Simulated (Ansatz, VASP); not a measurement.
**Two plane-wave programs on ScIn**

INCAR

```
PREC = Accurate ; ENCUT = 520
EDIFF = 1E-6 ; ISMEAR = -1
SIGMA = 0.02 ; LREAL = F
LASPH = T ; NELM = 80
ALGO = Normal ; ISIF = 2
LWAVE = F ; LCHARG = F
NBANDS = 19
```

Contents of KPOINTS:

```
regular mesh
0
Gamma
  7 7 5
```

Contents of POSCAR:

```
ScIn
1.0
    3.1407819434      0.0000000000      0.0000000000
    0.0000000000      3.1407819434      0.0000000000
    0.0000000000      0.0000000000      4.3054878599
Sc In
1 1
Direct
    0.0000000000      0.0000000000      0.0000000000
    0.5000000000      0.5000000000      0.5000000000
```

Input for Ansatz:

```yaml
crystal:
  lattice:
    - [3.14078194344647, 0.0, 0.0]
    - [0.0, 3.14078194344647, 0.0]
    - [0.0, 0.0, 4.305487859906316]
  atoms:
    - { symbol: Sc, position: [0.0, 0.0, 0.0] }
    - { symbol: In, position: [0.5, 0.5, 0.5] }
basis:
  ecutwfc: 630.0
  ecutrho_ratio: 8
kpoints:
  mp_grid:
    grid: [7, 7, 5]
hamiltonian:
  xc: lda
scf:
  n_extra_bands: 6
  self_checks: low
  mixing:
    algorithm: anderson
    beta: 0.2
    ndim: 4
  occupations:
    method: fermi_dirac
    width: 0.02
output:
  stress: true
```

Alike in both runs: task single point; functional LDA; k mesh 7 × 7 × 5; occupations fermi-dirac, width 0.02 eV; no spin polarisation.

|  | VASP | Ansatz |
| --- | --- | --- |
| version | VASP 6.6.1 | Ansatz 0.2.0 |
| potentials or method | VASP PAW LDA potentials, release 64 (Sc_sv, In_d), cutoff 520 eV | plane waves, PAW |
| valence electrons in the cell | 24 | 24 |

```csv
,VASP,Ansatz,Ansatz less VASP
pressure (GPa),-1.8,-2.1,-0.21
"traceless stress, the component that is largest in VASP (GPa)",-0.96,-1.00,-0.043
```

LDA's correlation is that of Perdew and Zunger in VASP and of Perdew and Wang (1992) in Ansatz.
